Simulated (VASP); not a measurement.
Write the native input for VASP 6.6.1 that does the following.

* Task: single point
* Functional: PBEsol
* Potentials or basis: VASP PAW PBE potentials, release 64 (Sc_sv, Al)
* Cutoff: 520 eV
* k mesh: 12 × 12 × 12
* Occupations: gaussian, width 0.15 eV
* Spin: no spin polarisation
* Dipole correction: no
* Further INCAR settings: ALGO = Fast; EDIFF = 1e-07; NBANDS = 18

The structure of ScAl3 lies in POSCAR:

```
ScAl3
1.0
    3.7455947268      0.0000000000      0.0000000000
    0.0000000000      3.7455947268      0.0000000000
    0.0000000000      0.0000000000      4.3970025054
Sc Al
1 3
Direct
    0.0000000000      0.0000000000      0.0000000000
    0.5000000000      0.0000000000      0.5000000000
    0.0000000000      0.5000000000      0.5000000000
    0.5000000000      0.5000000000      0.0000000000
```

This cell differs from its parent crystal: strain -0.080 along x and y, +0.080 along z.

The input as run:

INCAR

```
SYSTEM = ScAl3
ALGO = Fast
EDIFF = 1E-7
ENCUT = 520
GGA = PS
ISIF = 2
ISMEAR = 0
LASPH = .True.
LCHARG = .False.
LREAL = .False.
LWAVE = .False.
NBANDS = 18
NELM = 60
PREC = Accurate
SIGMA = 0.15
```

KPOINTS

```
k-points
0
Gamma
  12 12 12
  0 0 0
```

Potentials or basis: VASP PAW PBE potentials, release 64 (Sc_sv, Al).

Command:

```sh
$ cat potpaw_PBE.64/Sc_sv/POTCAR potpaw_PBE.64/Al/POTCAR > POTCAR
$ mpirun -np 1 vasp_std > vasp.out
```

It gave:

- Pressure: 12.5 GPa
- Band gap on the k mesh: zero (band 10 reaches 9.14 eV, above the bottom of band 11 at 5.47 eV)

Caveat: the cell differs from its parent crystal (strain -0.080 along x and y, +0.080 along z); the PAW data sets were made with another functional, which shifts forces and pressure a little.

Run time: 4.4 min on 1 thread of AMD EPYC 7R43 64-Core Processor (Zen 3), on a shared host, peak memory 0.28 GiB.
